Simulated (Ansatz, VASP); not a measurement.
# Br in VASP and in Ansatz

```
CELL_PARAMETERS angstrom
-1.37425 1.37425 3.55321
1.37425 -1.37425 3.55321
1.37425 1.37425 -3.55321
ATOMIC_POSITIONS crystal
Br 0.00000 0.00000 0.00000
```

Alike in both runs: task single point; functional PBE; dispersion D3(BJ); k mesh 22 × 22 × 22; occupations gaussian, width 0.15 eV; no spin polarisation.

|  | VASP | Ansatz |
| --- | --- | --- |
| version | VASP 6.6.1 | Ansatz 0.2.0 |
| potentials or method | VASP PAW PBE potentials, release 64 (Br), cutoff 520 eV | scalar-relativistic, plane waves, PAW |
| valence electrons in the cell | 7 | 7 |

|  | VASP | Ansatz | Ansatz less VASP |
| --- | --- | --- | --- |
| gap on the k mesh at the Fermi level (eV) | none | none | - |
| pressure (GPa) | 4.4 | 4.4 | -0.01 |
| traceless stress, the component that is largest in VASP (GPa) | -4.51 | -4.50 | +0.009 |

A gap of «none» marks a metal or a gap that the smearing closes.
